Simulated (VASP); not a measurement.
# HfB2 (P6/mmm) in VASP: settings compared, part 2 of 2

VASP 6.6.1.

**3. Vibrations by perturbation theory, LDA**

Input file INCAR:

```
SYSTEM = HfB2
ALGO = Normal
EDIFF = 1E-8
ENCUT = 520
IBRION = 8
ISIF = 2
ISMEAR = -1
LASPH = .True.
LCHARG = .True.
LREAL = .False.
LWAVE = .False.
NELM = 100
NSW = 1
PREC = Accurate
SIGMA = 0.05
```

Input file KPOINTS:

```
k-points
0
Gamma
  7 7 6
  0 0 0
```

Input file POSCAR:

```
HfB2
1.0
    3.1400000000      0.0000000000      0.0000000000
   -1.5700000000      2.7193197679      0.0000000000
    0.0000000000      0.0000000000      3.4800000000
Hf B
1 2
Direct
    0.0000000000      0.0000000000      0.0000000000
    0.6666666667      0.3333333333      0.5000000000
    0.3333333333      0.6666666667      0.5000000000
```

Potentials or basis: VASP PAW LDA potentials, release 64 (Hf_pv, B).

Launch:

```console
> cat potpaw_LDA.64/Hf_pv/POTCAR potpaw_LDA.64/B/POTCAR > POTCAR
> mpirun -np 1 vasp_std > vasp.out
```

OUTCAR:

```text
SYSTEM = HfB2
   EDIFF = 1E-8
   ENCUT = 520
   IBRION = 8
   ISIF = 2
   ISMEAR = -1
   LASPH = .True.
   LREAL = .False.
   NELM = 100
   NSW = 1
   PREC = Accurate

 ion  position               nearest neighbor table
   1  0.000  0.000  0.000-   2 2.51   3 2.51   2 2.51   3 2.51   2 2.51   2 2.51   3 2.51   3 2.51
                             2 2.51   2 2.51   3 2.51   3 2.51
   2  0.667  0.333  0.500-   3 1.81   3 1.81   3 1.81   1 2.51   1 2.51   1 2.51   1 2.51   1 2.51
                             1 2.51
   3  0.333  0.667  0.500-   2 1.81   2 1.81   2 1.81   1 2.51   1 2.51   1 2.51   1 2.51   1 2.51
                             1 2.51

  LATTYP: Found a hexagonal cell.
 ALAT       =     3.1400000000
 C/A-ratio  =     1.1082802548

  Lattice vectors:

 A1 = (   3.1400000000,   0.0000000000,   0.0000000000)
 A2 = (  -1.5700000000,   2.7193197679,   0.0000000000)
[... 620 lines left out ...]
  x    -0.00000     0.00000     0.00000     2.38537     0.00000     0.00000
  y     2.38537    -2.38537     0.00000     0.00000     0.00000     0.00000
  z     0.00000     0.00000     0.00000    -0.00000     0.00000     0.00000

 SECOND DERIVATIVES (NOT SYMMETRIZED)
 ------------------------------------
               1X          1Y          1Z          2X          2Y          2Z          3X          3Y          3Z
  1X   -13.144896    0.000000    0.000000    6.572448    0.000000    0.000000    6.572448    0.000000    0.000000
  1Y     0.000000  -13.144896    0.000000    0.000000    6.572448    0.000000    0.000000    6.572448    0.000000
  1Z     0.000000   -0.000000  -14.086288   -0.000000    0.000000    7.043144   -0.000000    0.000000    7.043144
  2X     6.573191    0.000000    0.000000  -15.133091    0.000000    0.000000    8.559900    0.000000    0.000000
  2Y     0.000000    6.573191    0.000000    0.000000  -15.133091    0.000000   -0.000000    8.559900    0.000000
  2Z    -0.000000    0.000000    7.048635    0.000000   -0.000000   -8.856196    0.000000    0.000000    1.807561
  3X     6.573191    0.000000    0.000000    8.559900    0.000000    0.000000  -15.133091    0.000000    0.000000
  3Y     0.000000    6.573191    0.000000   -0.000000    8.559900    0.000000    0.000000  -15.133091    0.000000
  3Z    -0.000000    0.000000    7.048635    0.000000    0.000000    1.807561    0.000000   -0.000000   -8.856196

 Eigenvectors and eigenvalues of the dynamical matrix
 ----------------------------------------------------

   1 f  =   23.143431 THz   145.414465 2PiTHz  771.981759 cm-1    95.713496 meV
             X         Y         Z           dx          dy          dz
      0.000000  0.000000  0.000000     0.000000    0.000000    0.000000
      1.570000  0.906440  1.740000     0.000011    0.707107    0.000000
     -0.000000  1.812880  1.740000    -0.000011   -0.707107    0.000000
[... 43 lines left out ...]
   9 f/i=    0.001616 THz     0.010155 2PiTHz    0.053910 cm-1     0.006684 meV
             X         Y         Z           dx          dy          dz
      0.000000  0.000000  0.000000     0.000000    0.000000    0.944471
      1.570000  0.906440  1.740000     0.000000    0.000000    0.232351
     -0.000000  1.812880  1.740000     0.000000    0.000000    0.232351

--------------------------------------------------------------------------------------------------------

 ELASTIC MODULI CONTR FROM IONIC RELAXATION (kBar)
 Direction    XX          YY          ZZ          XY          YZ          ZX
 --------------------------------------------------------------------------------
 XX         -25.8978     25.8978      0.0000     -0.0000      0.0000      0.0000
 YY          25.8978    -25.8978      0.0000      0.0000      0.0000      0.0000
 ZZ           0.0000      0.0000      0.0000      0.0000      0.0000      0.0000
 XY          -0.0000      0.0000      0.0000    -25.8978      0.0000      0.0000
 YZ           0.0000      0.0000      0.0000      0.0000      0.0000      0.0000
 ZX           0.0000      0.0000      0.0000      0.0000      0.0000      0.0000
 --------------------------------------------------------------------------------
```

OSZICAR:

```text
N       E                     dE             d eps       ncg     rms          rms(c)
DAV:   1     0.280071967469E+02    0.28007E+02   -0.82850E+03   768   0.126E+03
DAV:   2    -0.294116910562E+02   -0.57419E+02   -0.53617E+02  1016   0.241E+02
DAV:   3    -0.313702320471E+02   -0.19585E+01   -0.19127E+01  1024   0.331E+01
[... 95 lines left out ...]
RMM:   8    -0.457561601113E-01   -0.27953E-06   -0.62855E-08  1695   0.124E-03    0.322E-04
RMM:   9    -0.457559333046E-01    0.22681E-06   -0.55477E-09  1663   0.300E-04    0.140E-04
RMM:  10    -0.457561291562E-01   -0.19585E-06   -0.39645E-09  1706   0.114E-04    0.549E-05
RMM:  11    -0.457559673434E-01    0.16181E-06   -0.19476E-08  1688   0.100E-04    0.936E-06
RMM:  12    -0.457559798815E-01   -0.12538E-07   -0.91588E-09  1690   0.713E-05    0.309E-06
RMM:  13    -0.457559758058E-01    0.40757E-08   -0.16255E-08  1402   0.675E-05    0.858E-07
 Linear response finished
```

stdout:

```text
POSCAR found type information on POSCAR HfB
 POSCAR found :  2 types and       3 ions
 scaLAPACK will be used
 LDA part: xc-table for (Slater(with rela. corr.)+CA(PZ))
 , standard interpolation
 POSCAR, INCAR and KPOINTS ok, starting setup
 FFT: planning ... GRIDC
 FFT: planning ... GRID_SOFT
 FFT: planning ... GRID
 WAVECAR not read
 entering main loop
 Linear response reoptimize wavefunctions to high precision
 Linear response DOF=           4
 Linear response progress:
 first order change of Fermi-energy   0.12415E-03
 force on displaced ion       1 direction 1 : -13.145   0.000   0.000
 Linear response progress:
 first order change of Fermi-energy  -0.22981E-03
 force on displaced ion       1 direction 3 :   0.000  -0.000 -14.086
 Linear response progress:
 first order change of Fermi-energy  -0.76706E-05
 force on displaced ion       2 direction 1 : -15.133  -0.000   0.000
 Linear response progress:
 first order change of Fermi-energy   0.68766E-04
 force on displaced ion       2 direction 3 :   0.000  -0.000  -8.856
 Linear response finished
```

Wall time 3.1 min (1 thread of Intel Xeon Platinum 8375C at 2.90GHz (Ice Lake), shared host); peak memory 0.23 GiB.

What came out:

* Highest phonon frequency at Γ, LO-TO splitting left out: 772 cm⁻¹

Phonon frequencies in cm⁻¹ (negative: imaginary):
| q point | frequencies |
| --- | --- |
| (0.000, 0.000, 0.000) | 0 0 0 431 431 446 518 772 772 |

Caveat: the cell wasn't relaxed at this level first, which shifts response properties; spin-orbit coupling is left out, which moves the levels of the heavy elements.

**4. Vibrations by perturbation theory, PBEsol**

Input file INCAR:

```
SYSTEM = HfB2
PREC = Accurate ; ENCUT = 500
EDIFF = 1E-8 ; ISMEAR = -1
SIGMA = 0.05 ; LREAL = .FALSE.
LASPH = .TRUE. ; NELM = 120
ALGO = Normal ; ISIF = 2
LWAVE = .FALSE. ; LCHARG = .TRUE.
GGA = PS ; NBANDS = 15
IBRION = 8 ; NSW = 1
GGA_COMPAT = .FALSE.
```

Input file KPOINTS:

```
Automatic mesh
0
G
  10 10 8
  0 0 0
```

POSCAR is that of step 3.

Potentials or basis: VASP PAW PBE potentials, release 64 (Hf_pv, B).

Launch:

```console
> cat potpaw_PBE.64/Hf_pv/POTCAR potpaw_PBE.64/B/POTCAR > POTCAR
> mpirun -np 1 vasp_std > vasp.out
```

OUTCAR:

```text
SYSTEM = HfB2
   PREC = Accurate
   ENCUT = 500
   EDIFF = 1E-8
   ISMEAR = -1
   LREAL = .FALSE.
   LASPH = .TRUE.
   NELM = 120
   ISIF = 2
   GGA = PS
   IBRION = 8
   NSW = 1

 ion  position               nearest neighbor table
   1  0.000  0.000  0.000-   2 2.51   3 2.51   2 2.51   3 2.51   2 2.51   2 2.51   3 2.51   3 2.51
                             2 2.51   2 2.51   3 2.51   3 2.51
   2  0.667  0.333  0.500-   3 1.81   3 1.81   3 1.81   1 2.51   1 2.51   1 2.51   1 2.51   1 2.51
                             1 2.51
   3  0.333  0.667  0.500-   2 1.81   2 1.81   2 1.81   1 2.51   1 2.51   1 2.51   1 2.51   1 2.51
[... 716 lines left out ...]
  3Y     0.000000    6.863624    0.000000    0.000000    9.597092    0.000000    0.000000  -16.460716    0.000000
  3Z     0.000000   -0.000000    7.446031   -0.000000   -0.000000    2.054513    0.000000   -0.000000   -9.500544

 Eigenvectors and eigenvalues of the dynamical matrix
 ----------------------------------------------------

   1 f  =   24.270948 THz   152.498861 2PiTHz  809.591665 cm-1   100.376528 meV
             X         Y         Z           dx          dy          dz
      0.000000  0.000000  0.000000    -0.000000    0.000000   -0.000000
      1.570000  0.906440  1.740000    -0.000018    0.707107   -0.000000
     -0.000000  1.812880  1.740000     0.000018   -0.707107    0.000000
[... 43 lines left out ...]
   9 f/i=    0.001402 THz     0.008809 2PiTHz    0.046765 cm-1     0.005798 meV
             X         Y         Z           dx          dy          dz
      0.000000  0.000000  0.000000     0.000000   -0.000000    0.944465
      1.570000  0.906440  1.740000     0.000000   -0.000000    0.232364
     -0.000000  1.812880  1.740000     0.000000   -0.000000    0.232364

--------------------------------------------------------------------------------------------------------

 ELASTIC MODULI CONTR FROM IONIC RELAXATION (kBar)
 Direction    XX          YY          ZZ          XY          YZ          ZX
 --------------------------------------------------------------------------------
 XX          -0.9357      0.9357      0.0000     -0.0000      0.0000      0.0000
 YY           0.9357     -0.9357      0.0000      0.0000     -0.0000      0.0000
 ZZ           0.0000      0.0000      0.0000      0.0000      0.0000      0.0000
 XY          -0.0000      0.0000      0.0000     -0.9357     -0.0000      0.0000
 YZ           0.0000     -0.0000      0.0000     -0.0000     -0.0000      0.0000
 ZX           0.0000      0.0000      0.0000      0.0000      0.0000      0.0000
 --------------------------------------------------------------------------------
```

OSZICAR:

```text
N       E                     dE             d eps       ncg     rms          rms(c)
DAV:   1     0.246527432023E+02    0.24653E+02   -0.78108E+03  2108   0.981E+02
DAV:   2    -0.285960277198E+02   -0.53249E+02   -0.49986E+02  2814   0.213E+02
DAV:   3    -0.300577000364E+02   -0.14617E+01   -0.14551E+01  2716   0.260E+01
[... 74 lines left out ...]
RMM:   8    -0.452025546646E-01   -0.85587E-07   -0.18271E-08  5249   0.425E-04    0.728E-05
RMM:   9    -0.452024545860E-01    0.10008E-06   -0.27492E-09  5283   0.925E-05    0.528E-05
RMM:  10    -0.452025362000E-01   -0.81614E-07   -0.28420E-10  5253   0.325E-05    0.329E-05
RMM:  11    -0.452024893350E-01    0.46865E-07    0.12622E-10  4944   0.208E-05    0.469E-06
RMM:  12    -0.452024927587E-01   -0.34237E-08   -0.26000E-10  5119   0.519E-06    0.279E-06
 Linear response finished
```

stdout:

```text
POSCAR found type information on POSCAR HfB
 POSCAR found :  2 types and       3 ions
 scaLAPACK will be used
 -----------------------------------------------------------------------------
|                                                                             |
|                                                                             |
|     You enforced a specific xc type in the INCAR file but a different       |
|     I HOPE YOU KNOW WHAT YOU ARE DOING!                                     |
|                                                                             |
 -----------------------------------------------------------------------------

 LDA part: xc-table for (Slater+PW92), standard interpolation
 POSCAR, INCAR and KPOINTS ok, starting setup
 FFT: planning ... GRIDC
 FFT: planning ... GRID_SOFT
 FFT: planning ... GRID
 WAVECAR not read
 entering main loop
 Linear response reoptimize wavefunctions to high precision
 Linear response DOF=           4
 Linear response progress:
 first order change of Fermi-energy   0.10774E-03
 force on displaced ion       1 direction 1 : -13.730   0.000   0.000
 Linear response progress:
 first order change of Fermi-energy   0.29630E-03
 force on displaced ion       1 direction 3 :   0.000   0.000 -14.882
 Linear response progress:
 first order change of Fermi-energy   0.22498E-04
 force on displaced ion       2 direction 1 : -16.461  -0.002   0.000
 Linear response progress:
 first order change of Fermi-energy  -0.10410E-03
 force on displaced ion       2 direction 3 :  -0.000  -0.000  -9.501
 Linear response finished
```

Run time: 3.5 min. Hardware: 1 thread of Intel Xeon 6975P-C, shared host; peak memory 0.39 GiB.

What came out:

- Highest phonon frequency at Γ, LO-TO splitting left out: 810 cm⁻¹

Phonon frequencies in cm⁻¹ (negative: imaginary):
```tsv
q point	frequencies
(0.000, 0.000, 0.000)	0 0 0 440 440 458 539 810 810
```

Caveat: the cell wasn't relaxed at this level first, which shifts response properties; spin-orbit coupling is left out, which moves the levels of the heavy elements.
